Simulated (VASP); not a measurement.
A run of VASP 6.6.1 is set up as follows.

Contents of INCAR:

```
PREC = Accurate ; ENCUT = 520
EDIFF = 1E-7 ; ISMEAR = -1
SIGMA = 0.05 ; LREAL = F
LASPH = T ; NELM = 80
ALGO = Normal ; ISIF = 2
LWAVE = F ; LCHARG = F
GGA = CA ; NBANDS = 25
```

The input KPOINTS:

```
regular mesh
0
Gamma
  10 10 5
```

The input POSCAR:

```
CuO
1.0
    0.1933224861     -2.2148930761     -2.0832159224
   -2.0593359987      0.1083799591     -1.9982733954
    2.4299416557      2.3306711520     -4.4755324069
Cu O
2 2
Direct
    0.4562322400      0.5306856300      0.4854117400
    0.9742842800      0.9858673900      0.0243612000
    0.8016626700      0.7447211200      0.7392802400
    0.2678208100      0.2387258700      0.2509468100
```

Potentials or basis: VASP PAW LDA potentials, release 64 (Cu, O).

Launch:

```sh
$ cat potpaw_LDA.64/Cu/POTCAR potpaw_LDA.64/O/POTCAR > POTCAR
$ mpirun -np 1 vasp_std > vasp.out
```

(1) What does it give for the largest force?

(2) What does it give for the pressure?

Results:

(1) 1.173 eV/Å.

(2) -24.4 GPa.

Caveat: the cell stands under tension; forces of over 1 eV/Å act on the atoms, so gaps and moduli don't describe the material at rest.
